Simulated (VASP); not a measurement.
Set up this calculation in VASP 6.6.1, as the native input.

```yaml
Task: single point
Functional: r2SCAN
Potentials_or_basis: VASP PAW PBE potentials, release 64 (Mg, S)
Cutoff: 660 eV
k_mesh: 8 × 8 × 8
Occupations: gaussian, width 0.01 eV
Spin: no spin polarisation
Dipole_correction: no
Further_INCAR_settings: ALGO = Normal; EDIFF = 1e-06; NBANDS = 11
```

Crystal: MgS.

```
Mg S
1.0
     0.00000    2.83088    2.83088
     2.68933    0.00000    2.83088
     2.68933    2.83088    0.00000
Mg S
1 1
Direct
  0.00000 0.00000 0.00000
  0.25000 0.25000 0.25000
```

This cell differs from its parent crystal: uniaxial x strain -5.0%.

These files were run (other wordings do the same):

POSCAR

```
MgS
1.0
    0.0000000000      2.8308768404      2.8308768404
    2.6893329983      0.0000000000      2.8308768404
    2.6893329983      2.8308768404      0.0000000000
Mg S
1 1
Direct
    0.0000000000      0.0000000000      0.0000000000
    0.2500000000      0.2500000000      0.2500000000
```

INCAR.step1

```
PREC = Accurate
ENCUT = 660
ISMEAR = 0
SIGMA = 0.01
LREAL = F
LASPH = T
NELM = 120
NBANDS = 11
GGA = PE
ALGO = Normal
EDIFF = 1E-5
LWAVE = T
LCHARG = F
GGA_COMPAT = F
```

INCAR.step2

```
PREC = Accurate
ENCUT = 660
EDIFF = 1E-6
ISMEAR = 0
SIGMA = 0.01
LREAL = F
LASPH = T
NELM = 120
ALGO = Normal
ISIF = 2
LWAVE = F
LCHARG = F
METAGGA = R2SCAN
LMIXTAU = T
NBANDS = 11
ISTART = 1
GGA_COMPAT = F
```

KPOINTS

```
regular mesh
0
Gamma
  8 8 8
```

Potentials or basis: VASP PAW PBE potentials, release 64 (Mg, S).

Command:

```console
$ cat potpaw_PBE.64/Mg/POTCAR potpaw_PBE.64/S/POTCAR > POTCAR
$ cp INCAR.step1 INCAR
$ mpirun -np 1 vasp_std > vasp.out
$ cp INCAR.step2 INCAR
$ mpirun -np 1 vasp_std > vasp.out
```

It gave:

```yaml
Pressure: 3.1 GPa
Band_gap_on_the_k_mesh: 4.11 eV (least direct gap 4.31 eV)
```

Caveat: the cell differs from its parent crystal (uniaxial x strain -5.0%); the cell stands under pressure; the PAW data sets were made with another functional, which shifts forces and pressure a little.

Run time: 83 s on 1 thread of Intel(R) Xeon(R) 6975P-C (Granite Rapids), on a shared host, peak memory 0.24 GiB.
